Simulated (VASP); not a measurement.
Runs of VASP 6.6.1 on CdS (Hawleyite). The structure is that of space group F-43m (No. 216), or close to it. The cells are those of the table. 

```csv
level,cell,k mesh,smearing,gap on the mesh (eV),pressure (GPa)
r2SCAN,"a = 4.157 Å, angles 60.0°, 2 atoms",8 × 8 × 8,gaussian 0.01 eV,1.54,0.3
PBE,"a = 4.157, b = 4.143, c = 4.143 Å, angles 60.2, 59.9, 59.9°, 2 atoms",4 × 4 × 4,gaussian 0.01 eV,1.09,2.3
PBE,"a = 4.157 Å, angles 60.0°, 2 atoms",4 × 4 × 4,gaussian 0.01 eV,1.09,1.9
r2SCAN,"a = 4.180, b = 4.180, c = 4.157 Å, angles 60.2, 60.2, 59.6°, 2 atoms",8 × 8 × 8,gaussian 0.01 eV,1.50,-0.4
PBE,"a = 4.157, b = 4.157, c = 4.243 Å, angles 59.3, 59.3, 58.6°, 2 atoms",4 × 4 × 4,gaussian 0.01 eV,0.99,1.8
r2SCAN,"a = 4.157, b = 4.157, c = 4.243 Å, angles 59.3, 59.3, 58.6°, 2 atoms",8 × 8 × 8,gaussian 0.01 eV,(a),0.3
r2SCAN,"a = 4.157, b = 4.143, c = 4.143 Å, angles 60.2, 59.9, 59.9°, 2 atoms",8 × 8 × 8,gaussian 0.01 eV,1.54,0.7
PBE,"a = 4.157, b = 4.157, c = 4.243 Å, angles 59.3, 59.3, 58.6°, 2 atoms",8 × 8 × 8,fermi-dirac 0.02 eV,(b),1.7
```

Alike in all rows: task single point; potentials or basis VASP PAW PBE potentials, release 64 (Cd, S); no spin polarisation; cutoff (eV) 520.

Q: Fill in the values left out.

A: (a) 1.44; (b) 1.00.

Caveats: some runs use coarse meshes; the PAW data sets were made with another functional, which shifts forces and pressure a little (some runs).

A k mesh can miss the band edges, and the runs leave out spin-orbit coupling on Cd.
